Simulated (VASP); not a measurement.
# SnTe3 (Fm-3m) in VASP: further runs

Runs on SnTe3. Level: PBEsol. Tasks: relaxation of cell and atoms.

All numbers are computed with VASP 6.6.1; they aren't measurements. Logs are shortened: lines on timing, memory, paths and dates and some standing lists are left out, and cuts for length are marked.

**1. The cell of the first run**

Symmetry: Fm-3m, No. 225, cubic system. The conventional cell has a = 7.722 Å, b = 7.722 Å, c = 7.722 Å, α = 90.00°, β = 90.00°, γ = 90.00°. Te (site symmetry m-3m) has 8 Te at 3.34 Å and 6 Sn at 3.86 Å within 4.4 Å. Te (site symmetry -43m) has 10 Te at 3.34 to 3.86 Å and 4 Sn at 3.34 Å within 4.4 Å. Sn (site symmetry m-3m) has 14 Te at 3.34 to 3.86 Å within 4.4 Å.

**2. Relaxation of cell and atoms, PBEsol, target pressure 10 GPa, at which the enthalpy is minimised**

Input file INCAR:

```
SYSTEM = SnTe3
PREC     = Accurate       ! precision mode
ENCUT    = 600            ! plane-wave cutoff, eV
EDIFF    = 1E-6           ! SCF threshold, eV
ISMEAR   = -1             ! smearing method
SIGMA    = 0.05           ! smearing width, eV
LREAL    = .False.        ! projectors in reciprocal space
LASPH    = .True.         ! aspherical terms in the spheres
NELM     = 100            ! most SCF steps
ALGO     = Normal         ! electronic algorithm
ISIF     = 3              ! what is computed and relaxed
LWAVE    = .False.        ! write WAVECAR
LCHARG   = .False.        ! write CHGCAR
GGA      = PS             ! functional
IBRION   = 2              ! ionic algorithm
NSW      = 80             ! ionic steps
EDIFFG   = -0.005         ! ionic threshold
PSTRESS  = 100.0
```

Input file KPOINTS:

```
regular mesh
0
Gamma
  6 6 6
  0 0 0
```

Input file POSCAR:

```
SnTe3
1.0
    0.0000000000      3.8612190000      3.8612190000
    3.8612190000      0.0000000000      3.8612190000
    3.8612190000      3.8612190000      0.0000000000
Te Sn
3 1
Direct
    0.5000000000      0.5000000000      0.5000000000
    0.7500000000      0.7500000000      0.7500000000
    0.2500000000      0.2500000000      0.2500000000
    0.0000000000      0.0000000000      0.0000000000
```

Potentials or basis: VASP PAW PBE potentials, release 64 (Te, Sn_d).

The run is started by

```sh
cat potpaw_PBE.64/Te/POTCAR potpaw_PBE.64/Sn_d/POTCAR > POTCAR
mpirun -np 1 vasp_std > vasp.out
```

OUTCAR:

```text
SYSTEM = SnTe3
   PREC = Accurate
   ENCUT = 600
   EDIFF = 1E-6
   ISMEAR = -1
   LREAL = .False.
   LASPH = .True.
   NELM = 100
   ISIF = 3
   GGA = PS
   IBRION = 2
   NSW = 80
   EDIFFG = -0.005
   PSTRESS = 100.0

 ion  position               nearest neighbor table
   1  0.500  0.500  0.500-   3 3.34   3 3.34   3 3.34   2 3.34   3 3.34   2 3.34   2 3.34   2 3.34

   2  0.750  0.750  0.750-   1 3.34   1 3.34   1 3.34   1 3.34   4 3.34   4 3.34   4 3.34   4 3.34

   3  0.250  0.250  0.250-   4 3.34   4 3.34   4 3.34   1 3.34   4 3.34   1 3.34   1 3.34   1 3.34

   4  0.000  0.000  0.000-   2 3.34   2 3.34   2 3.34   2 3.34   3 3.34   3 3.34   3 3.34   3 3.34

  LATTYP: Found a face centered cubic cell.
 ALAT       =     7.7224380000

  Lattice vectors:

 A1 = (   0.0000000000,   3.8612190000,   3.8612190000)
 A2 = (   3.8612190000,   0.0000000000,   3.8612190000)
 A3 = (   3.8612190000,   3.8612190000,   0.0000000000)

Analysis of symmetry for initial positions (statically):
=====================================================================
 Subroutine PRICEL returns:
 Original cell was already a primitive cell.

 Routine SETGRP: Setting up the symmetry group for a
 face centered cubic supercell.

 Subroutine GETGRP returns: Found 48 space group operations
 (whereof 48 operations were pure point group operations)
 out of a pool of 48 trial point group operations.

The static configuration has the point symmetry O_h .

Analysis of symmetry for dynamics (positions and initial velocities):
=====================================================================
 Subroutine PRICEL returns:
 Original cell was already a primitive cell.

 Routine SETGRP: Setting up the symmetry group for a
 face centered cubic supercell.

 Subroutine GETGRP returns: Found 48 space group operations
 (whereof 48 operations were pure point group operations)
 out of a pool of 48 trial point group operations.

The dynamic configuration has the point symmetry O_h .

 Subroutine INISYM returns: Found 48 space group operations
 (whereof 48 operations are pure point group operations),
 and found     1 'primitive' translations

----------------------------------------------------------------------------------------

                                     Primitive cell

  volume of cell :     115.1339

  direct lattice vectors                    reciprocal lattice vectors
     0.000000000  3.861219000  3.861219000    -0.129492785  0.129492785  0.129492785
     3.861219000  0.000000000  3.861219000     0.129492785 -0.129492785  0.129492785
     3.861219000  3.861219000  0.000000000     0.129492785  0.129492785 -0.129492785

  length of vectors
     5.460588277  5.460588277  5.460588277     0.224288082  0.224288082  0.224288082

  position of ions in fractional coordinates (direct lattice)
     0.500000000  0.500000000  0.500000000
     0.750000000  0.750000000  0.750000000
     0.250000000  0.250000000  0.250000000
     0.000000000  0.000000000  0.000000000

  ion indices of the primitive-cell ions
   primitive index   ion index
                 1           1
                 2           2
                 3           3
                 4           4

----------------------------------------------------------------------------------------

 KPOINTS: regular mesh

Automatic generation of k-mesh.
 Grid dimensions read from file:
 generate k-points for:    6    6    6

 Generating k-lattice:

  Cartesian coordinates                     Fractional coordinates (reciprocal lattice)
    -0.021582131  0.021582131  0.021582131     0.166666667  0.000000000  0.000000000
     0.021582131 -0.021582131  0.021582131     0.000000000  0.166666667  0.000000000
     0.021582131  0.021582131 -0.021582131     0.000000000  0.000000000  0.166666667

  Length of vectors
     0.037381347  0.037381347  0.037381347

  Shift w.r.t. Gamma in fractional coordinates (k-lattice)
     0.000000000  0.000000000  0.000000000

 Subroutine IBZKPT returns following result:
 ===========================================

 Found     16 irreducible k-points:

 Following reciprocal coordinates:
            Coordinates               Weight
  0.000000  0.000000  0.000000      1.000000
  0.166667  0.000000  0.000000      8.000000
  0.333333  0.000000  0.000000      8.000000
  0.500000  0.000000  0.000000      4.000000
  0.166667  0.166667  0.000000      6.000000
  0.333333  0.166667  0.000000     24.000000
[... 8 lines left out ...]
 -0.333333  0.333333  0.166667     24.000000
 -0.333333  0.500000  0.166667     12.000000
   k-points           NKPTS =     16   k-points in BZ     NKDIM =     16   number of bands    NBANDS=     20
   number of dos      NEDOS =    301   number of ions     NIONS =      4
   total plane-waves  NPLWV = 110592
   dimension x,y,z NGX =    48 NGY =   48 NGZ =   48
   dimension x,y,z NGXF=    96 NGYF=   96 NGZF=   96
   ions per type =               3   1
[... 68 lines left out ...]
 Fermi energy:         7.5641332972

 k-point     1 :       0.0000    0.0000    0.0000
  band No.  band energies     occupation
      1     -13.9216      2.00000
      2     -13.9216      2.00000
      3     -13.9216      2.00000
      4     -13.9178      2.00000
      5     -13.9178      2.00000
      6      -5.9070      2.00000
[... 12 lines left out ...]
     19      10.6162      0.00000
     20      10.6162      0.00000

 k-point     2 :       0.1667    0.0000    0.0000
  band No.  band energies     occupation
      1     -13.9219      2.00000
      2     -13.9214      2.00000
      3     -13.9214      2.00000
      4     -13.9178      2.00000
      5     -13.9178      2.00000
      6      -5.7336      2.00000
[... 12 lines left out ...]
     19      10.3749      0.00000
     20      11.1295      0.00000
[... 533 lines left out ...]
 VOLUME and BASIS-vectors are now :
 -----------------------------------------------------------------------------
  energy-cutoff  :      600.00
  volume of cell :       95.89
      direct lattice vectors                 reciprocal lattice vectors
    -0.000000000  3.632796596  3.632796596    -0.137635011  0.137635011  0.137635011
     3.632796596  0.000000000  3.632796596     0.137635011 -0.137635011  0.137635011
     3.632796596  3.632796596 -0.000000000     0.137635011  0.137635011 -0.137635011

 POSITION                                       TOTAL-FORCE (eV/Angst)
 -----------------------------------------------------------------------------------
      3.63280      3.63280      3.63280         0.000000     -0.000000      0.000000
      5.44919      5.44919      5.44919        -0.000000     -0.000000     -0.000000
      1.81640      1.81640      1.81640         0.000000      0.000000      0.000000
      3.63280      7.26559      3.63280         0.000000     -0.000000      0.000000
 -----------------------------------------------------------------------------------
    total drift:                               -0.000000     -0.000000      0.000000

  FREE ENERGIE OF THE ION-ELECTRON SYSTEM (eV)
  ---------------------------------------------------
  free  energy   TOTEN  =       -14.0868105110 eV

  energy  without entropy=      -14.0559969209  energy(sigma->0) =      -14.07140372

  enthalpy is  TOTEN    =        -8.1021067325 eV   P V=        5.9847037785

--------------------------------------- Ionic step        7  -------------------------------------------

 number of electron      31.9999997 magnetization

 Free energy of the ion-electron system (eV)
  ---------------------------------------------------
  ext. energy  EPLUGINS =         0.00000000
  ---------------------------------------------------
  free energy    TOTEN  =       -14.06955486 eV

  energy without entropy =      -14.03897093  energy(sigma->0) =      -14.05426289

 E-fermi :  10.2770     XC(G=0): -11.0063

 val. band max:       10.2277061971   @ k =   0.5000   0.3333   0.1667
 cond. band min:      10.3150801318   @ k =   0.5000   0.3333   0.0000
 fundamental gap:      0.0873739347
 Fermi energy:        10.2769903468

 k-point     1 :       0.0000    0.0000    0.0000
  band No.  band energies     occupation
      1     -11.3065      2.00000
      2     -11.3065      2.00000
      3     -11.3065      2.00000
      4     -11.2925      2.00000
      5     -11.2925      2.00000
      6      -4.7957      2.00000
[... 12 lines left out ...]
     19      12.6719      0.00000
     20      12.6719      0.00000

 k-point     2 :       0.1667    0.0000    0.0000
  band No.  band energies     occupation
      1     -11.3074      2.00000
      2     -11.3059      2.00000
      3     -11.3059      2.00000
      4     -11.2926      2.00000
      5     -11.2926      2.00000
      6      -4.5762      2.00000
[... 12 lines left out ...]
     19      13.4917      0.00000
     20      13.4917      0.00000
[... 325 lines left out ...]
  FORCE on cell =-STRESS in cart. coord.  units (eV):
  Direction    XX          YY          ZZ          XY          YZ          ZX
  --------------------------------------------------------------------------------------
  -------------------------------------------------------------------------------------
  Total        5.9749131      5.9749131      5.9749131      0.0000000      0.0000000      0.0000000
  in kB      100.1294809    100.1294809    100.1294809      0.0000000      0.0000000      0.0000000
  external PRESSURE =       0.1294809 kB  Pullay stress =     100.0000000 kB

 VOLUME and BASIS-vectors are now :
 -----------------------------------------------------------------------------
  energy-cutoff  :      600.00
  volume of cell :       95.60
      direct lattice vectors                 reciprocal lattice vectors
     0.000000000  3.629248768  3.629248768    -0.137769558  0.137769558  0.137769558
     3.629248768  0.000000000  3.629248768     0.137769558 -0.137769558  0.137769558
     3.629248768  3.629248768 -0.000000000     0.137769558  0.137769558 -0.137769558

 POSITION                                       TOTAL-FORCE (eV/Angst)
 -----------------------------------------------------------------------------------
      3.62925      3.62925      3.62925         0.000000      0.000000      0.000000
      5.44387      5.44387      5.44387        -0.000000     -0.000000      0.000000
      1.81462      1.81462      1.81462         0.000000      0.000000     -0.000000
      0.00000      0.00000      0.00000         0.000000      0.000000      0.000000
 -----------------------------------------------------------------------------------
    total drift:                               -0.000000     -0.000000     -0.000000

  FREE ENERGIE OF THE ION-ELECTRON SYSTEM (eV)
  ---------------------------------------------------
  free  energy   TOTEN  =       -14.0695548602 eV

  energy  without entropy=      -14.0389709275  energy(sigma->0) =      -14.05426289

  enthalpy is  TOTEN    =        -8.1023681420 eV   P V=        5.9671867182

 reached required accuracy - stopping structural energy minimisation
```

It took 3.1 min on 1 thread of Intel Xeon Platinum 8488C (Sapphire Rapids), shared host; peak memory 0.34 GiB.

What came out:

```yaml
Free_energy: -14.0696 eV
Relaxed_volume: 23.90 Å³/atom
Relaxed_cell: a = 5.133 Å, b = 5.133 Å, c = 5.133 Å, α = 60.00°, β = 60.00°, γ = 60.00°
Space_group_after_relaxing_to_0.05_Å: Fm-3m (No. 225)
Energy_change_on_relaxing_the_enthalpy_is_what_falls: +75.7 meV/atom
Ionic_steps: 7
Pressure_after_relaxing: 10.0 GPa
Band_gap_on_the_k_mesh: zero (band 16 reaches 10.65 eV, above the bottom of band 17 at 7.80 eV)
```

The path:
| step | energy change (eV) | largest force (eV/Å) | pressure (GPa) | volume (Å³) |
| --- | --- | --- | --- | --- |
| 1 | 0.0000 | 0.0000 | -2.81 | 115.13 |
| 2 | 2.2180 | 0.0000 | 35.18 | 80.88 |
| 3 | 0.2664 | 0.0000 | 9.35 | 96.21 |
| 4 | 0.2953 | 0.0000 | 9.88 | 95.73 |
| 5 | 0.3182 | 0.0000 | 10.28 | 95.36 |
| 6 | 0.2857 | 0.0000 | 9.70 | 95.89 |
| 7 | 0.3030 | 0.0000 | 10.01 | 95.60 |

Final structure:
```yaml
crystal:
  lattice:
    - [0.00000, 3.62925, 3.62925]
    - [3.62925, 0.00000, 3.62925]
    - [3.62925, 3.62925, 0.00000]
  atoms:
    - { symbol: Te, position: [0.50000, 0.50000, 0.50000] }
    - { symbol: Te, position: [0.75000, 0.75000, 0.75000] }
    - { symbol: Te, position: [0.25000, 0.25000, 0.25000] }
    - { symbol: Sn, position: [0.00000, 0.00000, 0.00000] }
```

Levels at points of the mesh, in eV from the Fermi level:
```csv
k point,band 13,band 14,band 15,band 16,band 17,band 18,band 19,band 20
"(0.00, 0.00, 0.00)",-4.19,-4.19,-4.19,-2.47,-2.47,-2.47,2.39,2.39
"(0.50, 0.00, 0.00)",-4.42,-2.04,-2.02,0.37,0.37,1.64,1.64,1.90
"(0.50, 0.50, 0.00)",-0.72,-0.72,-0.57,0.14,0.15,0.15,2.46,3.67
```

Caveat: the cell is relaxed towards a set pressure, so the enthalpy falls and the energy may rise; the volume moved by over 15 % at a fixed basis, so the end points are rough; the PAW data sets were made with another functional, which shifts forces and pressure a little; spin-orbit coupling is left out, which moves the levels of the heavy elements.

**3. Relaxation of cell and atoms, PBEsol, target pressure 20 GPa, at which the enthalpy is minimised**

Input file INCAR:

```
ALGO = Normal
EDIFF = 1E-7
EDIFFG = -0.005
ENCUT = 600
GGA = PS
IBRION = 2
ISIF = 3
ISMEAR = -1
LASPH = True
LCHARG = False
LREAL = False
LWAVE = False
NELM = 80
NSW = 80
PREC = Accurate
PSTRESS = 200.0
SIGMA = 0.05
```

Input file KPOINTS:

```
k-points
0
Gamma
  6 6 6
```

POSCAR is that of step 2.

Potentials or basis: VASP PAW PBE potentials, release 64 (Te, Sn_d).

The run is started by

```sh
cat potpaw_PBE.64/Te/POTCAR potpaw_PBE.64/Sn_d/POTCAR > POTCAR
mpirun -np 1 vasp_std > vasp.out
```

It took 3.3 min on 1 thread of Intel Xeon Platinum 8488C (Sapphire Rapids), shared host; peak memory 0.37 GiB.

Results (log left out):

- Free energy: -13.3938 eV
- Relaxed volume: 22.06 Å³/atom
- Relaxed cell: a = 4.997 Å, b = 4.997 Å, c = 4.997 Å, α = 60.00°, β = 60.00°, γ = 60.00°
- Space group after relaxing (to 0.05 Å): Fm-3m (No. 225)
- Energy change on relaxing (the enthalpy is what falls): +244.7 meV/atom
- Ionic steps: 5
- Pressure after relaxing: 20.0 GPa
- Band gap on the k mesh: zero (band 16 reaches 11.94 eV, above the bottom of band 17 at 8.81 eV)

Step by step:
| step | energy change (eV) | largest force (eV/Å) | pressure (GPa) | volume (Å³) |
| --- | --- | --- | --- | --- |
| 1 | 0.0000 | 0.0000 | -2.80 | 115.13 |
| 2 | 12.8364 | 0.0000 | 149.61 | 59.48 |
| 3 | 0.6870 | 0.0000 | 16.01 | 90.82 |
| 4 | 0.8587 | 0.0000 | 18.41 | 89.22 |
| 5 | 0.9787 | 0.0000 | 20.03 | 88.22 |

Final structure:
```xyz
4
Lattice="0.0000 3.5333 3.5333 3.5333 0.0000 3.5333 3.5333 3.5333 0.0000" Properties=species:S:1:pos:R:3 pbc="T T T"
Te    3.5333    3.5333    3.5333
Te    5.3000    5.3000    5.3000
Te    1.7667    1.7667    1.7667
Sn    0.0000    0.0000    0.0000
```

Levels at points of the mesh, in eV from the Fermi level:
```csv
k point,band 14,band 15,band 16,band 17,band 18,band 19
"(0.00, 0.00, 0.00)",-4.64,-4.64,-2.82,-2.82,-2.82,2.07
"(0.50, 0.00, 0.00)",-2.07,-2.01,0.32,0.32,1.50,1.50
"(0.50, 0.50, 0.00)",-0.81,-0.37,0.11,0.11,0.16,2.61
```

Caveat: the cell is relaxed towards a set pressure, so the enthalpy falls and the energy may rise; the volume moved by over 15 % at a fixed basis, so the end points are rough; the PAW data sets were made with another functional, which shifts forces and pressure a little; spin-orbit coupling is left out, which moves the levels of the heavy elements.

**4. Relaxation of cell and atoms, PBEsol, target pressure 30 GPa, at which the enthalpy is minimised**

Input file INCAR:

```
SYSTEM = SnTe3
PREC = Accurate
ENCUT = 600
EDIFF = 1E-6
ISMEAR = -1
SIGMA = 0.05
LREAL = .False.
LASPH = .True.
NELM = 80
ALGO = Normal
ISIF = 3
LWAVE = .False.
LCHARG = .False.
GGA = PS
IBRION = 2
NSW = 80
EDIFFG = -0.005
PSTRESS = 300.0
```

Input file KPOINTS:

```
regular mesh
0
Gamma
  6 6 6
  0 0 0
```

POSCAR is that of step 3.

The run is started by

```sh
cat potpaw_PBE.64/Te/POTCAR potpaw_PBE.64/Sn_d/POTCAR > POTCAR
mpirun -np 1 vasp_std > vasp.out
```

Wall time 6.6 min (1 thread of Intel Xeon Platinum 8488C (Sapphire Rapids), shared host); peak memory 0.37 GiB.

Results (log left out):

```yaml
Free_energy: -12.5962 eV
Relaxed_volume: 20.77 Å³/atom
Relaxed_cell: a = 4.897 Å, b = 4.897 Å, c = 4.897 Å, α = 60.00°, β = 60.00°, γ = 60.00°
Space_group_after_relaxing_to_0.05_Å: Fm-3m (No. 225)
Energy_change_on_relaxing_the_enthalpy_is_what_falls: +444.1 meV/atom
Ionic_steps: 17
Pressure_after_relaxing: 30.0 GPa
Band_gap_on_the_k_mesh: zero (band 16 reaches 12.99 eV, above the bottom of band 17 at 9.61 eV)
```

Step by step:
| step | energy change (eV) | largest force (eV/Å) | pressure (GPa) | volume (Å³) |
| --- | --- | --- | --- | --- |
| 1 | 0.0000 | 0.0000 | -2.81 | 115.13 |
| 2 | 44.2509 | 0.0000 | 518.60 | 42.20 |
| 3 | 0.8959 | 0.0000 | 18.95 | 88.90 |
| 4 | 1.2444 | 0.0000 | 23.47 | 86.26 |
| 5 | 1.8094 | 0.0000 | 30.39 | 82.89 |
| 6 | 1.7023 | 0.0000 | 29.11 | 83.46 |
| 7 | 1.7066 | 0.0000 | 29.17 | 83.44 |
| 8 | 1.7196 | 0.0000 | 29.32 | 83.37 |
| 9 | 1.7198 | 0.0000 | 29.32 | 83.37 |
| 10 | 1.7204 | 0.0000 | 29.32 | 83.36 |
| 11 | 1.7214 | 0.0000 | 29.32 | 83.36 |
| 12 | 1.7236 | 0.0000 | 29.36 | 83.35 |
| 13 | 1.7279 | 0.0000 | 29.42 | 83.32 |
| 14 | 1.7366 | 0.0000 | 29.52 | 83.27 |
| 15 | 1.7540 | 0.0000 | 29.74 | 83.18 |
| 16 | 1.7892 | 0.0000 | 30.15 | 82.99 |
| 17 | 1.7763 | 0.0000 | 29.99 | 83.06 |

Final structure:
```
Te Sn
1.0
     0.00000    3.46302    3.46302
     3.46302    0.00000    3.46302
     3.46302    3.46302    0.00000
Te Sn
3 1
Direct
  0.50000 0.50000 0.50000
  0.75000 0.75000 0.75000
  0.25000 0.25000 0.25000
  0.00000 0.00000 0.00000
```

Levels at points of the mesh, in eV from the Fermi level:
```
           k point  band 12  band 13  band 14  band 15  band 16  band 17  band 18  band 19  band 20
(0.00, 0.00, 0.00)    -5.00    -5.00    -5.00    -4.48    -3.09    -3.09    -3.09     1.81     1.81
(0.50, 0.00, 0.00)    -5.34    -5.34    -2.08    -2.00     0.28     0.28     1.38     1.38     2.46
(0.50, 0.50, 0.00)    -1.25    -0.87    -0.87    -0.20     0.07     0.07     0.19     2.71     3.85
```

Caveat: the cell is relaxed towards a set pressure, so the enthalpy falls and the energy may rise; the volume moved by over 15 % at a fixed basis, so the end points are rough; the PAW data sets were made with another functional, which shifts forces and pressure a little; spin-orbit coupling is left out, which moves the levels of the heavy elements.

**5. The runs side by side**

```tsv
cell	gap on the mesh (eV)	pressure (GPa)
relaxed to 10 GPa	none	10.0
relaxed to 20 GPa	none	20.0
relaxed to 30 GPa	none	30.0
```

Alike in all rows: task relaxation of cell and atoms; level PBEsol; potentials or basis VASP PAW PBE potentials, release 64 (Te, Sn_d); no spin polarisation; k mesh 6 × 6 × 6; cutoff (eV) 600; smearing fermi-dirac 0.05 eV.

Caveats: the cell is relaxed towards a set pressure, so the enthalpy falls and the energy may rise; the volume moved by over 15 % at a fixed basis, so the end points are rough; the PAW data sets were made with another functional, which shifts forces and pressure a little; spin-orbit coupling is left out, which moves the levels of the heavy elements.

Total energies depend on the potentials used, so only differences within one code and one set of settings carry meaning.
